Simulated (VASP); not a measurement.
The system is Ga2BAs3.

```
Ga B As
1.0
     3.24000   -5.61000    0.00000
     3.24000    5.61000    0.00000
    -2.15987    0.00000    6.10945
Ga B As
4 2 6
Cartesian
  3.2400 -0.9346 0.0000
  3.2400 2.8050 0.0000
  2.1601 0.9346 3.0547
  2.1601 -2.8050 3.0547
  3.2400 -4.6754 0.0000
  2.1601 4.6754 3.0547
  2.1601 0.9346 5.3458
  -1.0799 -0.9346 5.3458
  2.1601 -2.8050 5.3458
  0.0000 0.9346 2.2910
  3.2400 -0.9346 2.2910
  3.2400 2.8050 2.2910
```

- Program: VASP 6.6.1
- Task: relaxation of cell and atoms
- Functional: PBE
- Potentials or basis: VASP PAW PBE potentials, release 64 (Ga_d, B, As)
- Cutoff: 600 eV
- k mesh: 3 × 3 × 3
- Occupations: gaussian, width 0.2 eV
- Spin: no spin polarisation

At the start: pressure 11.2 GPa; volume 18.51 Å³/atom.

Question: Where does the relaxation end?

Answer: Over 13 steps the energy falls by 275.5 meV/atom and the volume is 19.96 Å³/atom (+7.8 %); space group Cc (No. 9, to 0.1 Å) before and after.

The path:
| step | energy change (eV) | largest force (eV/Å) | pressure (GPa) | volume (Å³) |
| --- | --- | --- | --- | --- |
| 1 | 0.0000 | 3.7399 | 11.20 | 222.10 |
| 2 | -2.2904 | 1.1123 | -6.05 | 266.33 |
| 3 | -2.3695 | 1.3946 | -4.30 | 258.22 |
| 4 | -3.1023 | 0.6394 | -1.82 | 246.15 |
| 5 | -3.2061 | 0.5886 | -0.01 | 240.10 |
| 6 | -3.2063 | 0.5728 | -0.12 | 240.46 |
| 7 | -3.2577 | 0.3157 | 0.11 | 239.35 |
| 8 | -3.2727 | 0.2211 | 0.36 | 238.36 |
| 9 | -3.2940 | 0.1770 | -0.12 | 239.58 |
| 10 | -3.2940 | 0.1668 | -0.09 | 239.52 |
| 11 | -3.3011 | 0.1267 | -0.01 | 239.27 |
| 12 | -3.3034 | 0.0987 | 0.08 | 239.05 |
| 13 | -3.3056 | 0.0329 | -0.05 | 239.47 |

Final structure:
```cif
data_structure
_symmetry_space_group_name_H-M 'P 1'
_symmetry_Int_Tables_number 1
_cell_length_a 6.6741
_cell_length_b 6.6741
_cell_length_c 6.5761
_cell_angle_alpha 99.088
_cell_angle_beta 99.088
_cell_angle_gamma 120.430
_cell_volume 239.47
loop_
_atom_site_label
_atom_site_type_symbol
_atom_site_fract_x
_atom_site_fract_y
_atom_site_fract_z
_atom_site_occupancy
Ga1 Ga 0.58644 0.41340 0.00007 1
Ga2 Ga 0.24351 0.75640 0.00106 1
Ga3 Ga 0.41340 0.58644 0.50007 1
Ga4 Ga 0.75640 0.24351 0.50106 1
B1 B 0.92283 0.07228 0.99560 1
B2 B 0.07228 0.92283 0.49560 1
As1 As 0.57793 0.74590 0.89293 1
As2 As 0.16851 0.03667 0.84417 1
As3 As 0.88706 0.33907 0.89117 1
As4 As 0.03667 0.16851 0.34417 1
As5 As 0.74590 0.57793 0.39293 1
As6 As 0.33907 0.88706 0.39117 1
```

Caveat: the relaxation stopped at a loose force limit of 0.08 eV/Å, so its end isn't a converged minimum.
